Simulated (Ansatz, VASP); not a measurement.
# SrO: VASP beside Ansatz

```
Sr O
1.0
    -0.01281    2.55504    2.55504
     2.55504   -0.01281    2.55504
     2.55504    2.55504   -0.01281
Sr O
1 1
Direct
  0.50000 0.50000 0.50000
  0.00000 0.00000 0.00000
```

Change from the starting cell: equal xy, yz and zx engineering shears of -0.5 %.

Alike in both runs: functional PBEsol; k mesh 8 × 8 × 8; non-collinear spin, spin-orbit coupling.

Ansatz relaxed the structure, and its values are those at the end. VASP's run is a single point on that final structure, the one shown.

```csv
,VASP,Ansatz
version,VASP 6.6.1,Ansatz 0.2.0
potentials or method,"VASP PAW PBE potentials, release 64 (Sr_sv, O), cutoff 520 eV",all-electron LAPW
occupations,"gaussian, width 0.01 eV",fixed
```

Ansatz gave:

| Quantity | Value |
| --- | --- |
| pressure (GPa) | 0.0 |
| net moment per atom (μB) | 0.00 |

Problem. Estimate VASP's values.

Solution. Pressure (GPa): 0.6; net moment per atom (μB): 0.00.

VASP's potentials were made for PBE, not for PBEsol. Ansatz ran all-electron here, and VASP with PAW potentials.
